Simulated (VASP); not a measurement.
Write the native input for VASP 6.6.1 that does the following.

```
Task                   : single point
Functional             : PBE
Potentials or basis    : VASP PAW PBE potentials, release 64 (Al, B, As)
Cutoff                 : 520 eV
k mesh                 : 6 × 6 × 1
Occupations            : gaussian, width 0.1 eV
Spin                   : no spin polarisation
Dipole correction      : no
Further INCAR settings : ALGO = Normal; EDIFF = 1e-06; NBANDS = 36
```

The structure of AlB2As3 lies in POSCAR:

```
AlB2As3
1.0
    3.5799851250      0.0000000000      0.0000000000
   -1.7899925625      3.1003580634      0.0000000000
    0.0000000000      0.0000000000     18.2124943483
Al B As
2 4 6
Direct
    0.3333333333      0.6666666667      0.6550683891
    0.6666666667      0.3333333333      0.8485607915
    0.3333333333      0.6666666667      0.0224753636
    0.3333333333      0.6666666667      0.3280896676
    0.6666666667      0.3333333333      0.1753935298
    0.6666666667      0.3333333333      0.4804012271
    0.3333333333      0.6666666667      0.1382985687
    0.3333333333      0.6666666667      0.4437241961
    0.3333333333      0.6666666667      0.7884636266
    0.6666666667      0.3333333333      0.2909379733
    0.6666666667      0.3333333333      0.5952235229
    0.6666666667      0.3333333333      0.9853631636
```

The input as run:

INCAR

```
SYSTEM = AlB2As3
  ALGO = Normal
  EDIFF = 1E-6
  ENCUT = 520
  GGA = PE
  ISIF = 2
  ISMEAR = 0
  LASPH = .TRUE.
  LCHARG = .FALSE.
  LREAL = .FALSE.
  LWAVE = .FALSE.
  NBANDS = 36
  NELM = 60
  PREC = Accurate
  SIGMA = 0.1
```

KPOINTS

```
k-points
0
G
  6 6 1
  0 0 0
```

Potentials or basis: VASP PAW PBE potentials, release 64 (Al, B, As).

Launch:

```console
$ cat potpaw_PBE.64/Al/POTCAR potpaw_PBE.64/B/POTCAR potpaw_PBE.64/As/POTCAR > POTCAR
$ mpirun -np 1 vasp_std > vasp.out
```

It gave:

| Item | Value |
| --- | --- |
| Pressure | 0.3 GPa |
| Largest force | 0.030 eV/Å |
| Band gap on the k mesh | 0.13 eV (least direct gap 0.14 eV) |

Caveat: semilocal functionals underestimate gaps, and a narrow one can read as zero.

Run time: 41 s on 1 thread of Intel(R) Xeon(R) 6975P-C (Granite Rapids) (shared host), peak memory 0.33 GiB.
